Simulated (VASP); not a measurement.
A run of VASP 6.6.1:

Contents of INCAR:

```
ALGO = Normal
EDIFF = 1E-7
ENCUT = 520
GGA = PS
ISIF = 2
ISMEAR = 1
ISPIN = 2
LASPH = T
LCHARG = F
LMAXMIX = 4
LORBIT = 11
LREAL = F
LWAVE = F
MAGMOM = -0.42 1.21 1.21 1.21
NBANDS = 32
NELM = 150
PREC = Accurate
SIGMA = 0.01
```

Contents of KPOINTS:

```
k-points
0
Gamma
  12 12 12
```

The input POSCAR:

```
TiCo3
1.0
    3.6140000000      0.0000000000      0.0000000000
    0.0000000000      3.6140000000      0.0000000000
    0.0000000000      0.0000000000      3.6140000000
Ti Co
1 3
Direct
    0.0000000000      0.0000000000      0.0000000000
    0.0000000000      0.5000000000      0.5000000000
    0.5000000000      0.0000000000      0.5000000000
    0.5000000000      0.5000000000      0.0000000000
```

Potentials or basis: VASP PAW PBE potentials, release 64 (Ti_sv, Co).

Launch:

```sh
$ cat potpaw_PBE.64/Ti_sv/POTCAR potpaw_PBE.64/Co/POTCAR > POTCAR
$ mpirun -np 1 vasp_std > vasp.out
```

Hardware: 1 thread of Intel(R) Xeon(R) Platinum 8488C (Sapphire Rapids) (shared host).

How long does it take, and how much memory?

Wall time 33 min on 1 thread of Intel(R) Xeon(R) Platinum 8488C (Sapphire Rapids), on a shared host, peak memory 0.32 GiB. Counts: scf iterations 150, k points 84.
